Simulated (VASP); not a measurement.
Here is a VASP 6.6.1 calculation.

INCAR

```
  PREC = Accurate
  ENCUT = 520
  EDIFF = 1E-6
  ISMEAR = 0
  SIGMA = 0.01
  LREAL = False
  LASPH = True
  NELM = 80
  ALGO = Normal
  ISIF = 2
  LWAVE = False
  LCHARG = False
  GGA = PE
  NBANDS = 16
```

File KPOINTS:

```
Automatic mesh
0
Gamma
  6 6 6
```

POSCAR

```
GaN
1.0
   -0.0212960052      2.1085153689      2.1085153689
    2.1085153689     -0.0212960052      2.1085153689
    2.0872193637      2.0872193637      0.0000000000
Ga N
1 1
Direct
    0.5000000000      0.5000000000      0.5000000000
    0.0000000000      0.0000000000      0.0000000000
```

Potentials or basis: VASP PAW PBE potentials, release 64 (Ga_d, N).

Run with:

```sh
$ cat potpaw_PBE.64/Ga_d/POTCAR potpaw_PBE.64/N/POTCAR > POTCAR
$ mpirun -np 1 vasp_std > vasp.out
```

Q: What does it give for the pressure?

A: 9.0 GPa.

Q: What does it give for the band gap on the k mesh?

A: 0.51 eV, indirect (least direct gap 2.69 eV).

Stress tensor (GPa, compression positive):
```
9.01 4.37 0.00
4.37 9.01 0.00
0.00 0.00 8.88
```

Caveat: the k points lie up to 0.43 Å⁻¹ apart; the cell differs from its parent crystal (shear xy strain -2.0%). A k mesh can miss the band edges.
